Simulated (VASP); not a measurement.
Here is a VASP 6.6.1 calculation.

Contents of POSCAR:

```
SnO
1.0
    3.1034067823      0.0000000000      0.0000000000
    0.0000000000      3.1034067823      0.0000000000
    0.0000000000      0.0000000000      3.1034067823
Sn O
1 1
Direct
    0.0000000000      0.0000000000      0.0000000000
    0.5000000000      0.5000000000      0.5000000000
```

INCAR.step1

```
PREC = Accurate
ENCUT = 500
EDIFF = 1E-8
ISMEAR = 0
SIGMA = 0.01
LREAL = False
LASPH = True
NELM = 60
ALGO = Normal
LWAVE = True
LCHARG = False
```

File INCAR.step2:

```
PREC = Accurate
ENCUT = 500
EDIFF = 1E-8
ISMEAR = 0
SIGMA = 0.01
LREAL = False
LASPH = True
NELM = 1
ALGO = Exact
LWAVE = True
LCHARG = False
NBANDS = 70
LOPTICS = True
ISTART = 1
```

Contents of INCAR.step3:

```
PREC = Accurate
ENCUT = 500
EDIFF = 1E-8
ISMEAR = 0
SIGMA = 0.01
LREAL = False
LASPH = True
ALGO = EVGW0
LWAVE = False
LCHARG = False
NELMGW = 1
NBANDS = 70
ENCUTGW = 80.0
NOMEGA = 48
PRECFOCK = Fast
ISTART = 1
NBANDSGW = 18
```

KPOINTS

```
regular mesh
0
Gamma
  4 4 4
```

Potentials or basis: VASP PAW LDA potentials, release 64 (Sn_d_GW, O_GW).

Launch:

```console
$ cat potpaw_LDA.64/Sn_d_GW/POTCAR potpaw_LDA.64/O_GW/POTCAR > POTCAR
$ cp INCAR.step1 INCAR
$ mpirun -np 1 vasp_std > vasp.out
$ cp INCAR.step2 INCAR
$ mpirun -np 1 vasp_std > vasp.out
$ cp INCAR.step3 INCAR
$ mpirun -np 1 vasp_std > vasp.out
```

Problem. Predict the quasiparticle gap.

Solution. 0.37 eV.

Problem. Predict the least direct quasiparticle gap.

Solution. 1.50 eV.

Problem. Predict the band gap on the k mesh, mean-field level.

Solution. 0.42 eV, indirect (least direct gap 1.23 eV).

Caveat: the k points lie up to 0.51 Å⁻¹ apart; bands, screening cutoff and mesh are small and nothing is extrapolated, so the quasiparticle values aren't converged; spin-orbit coupling is left out, which moves the levels of the heavy elements. A k mesh can miss the band edges.
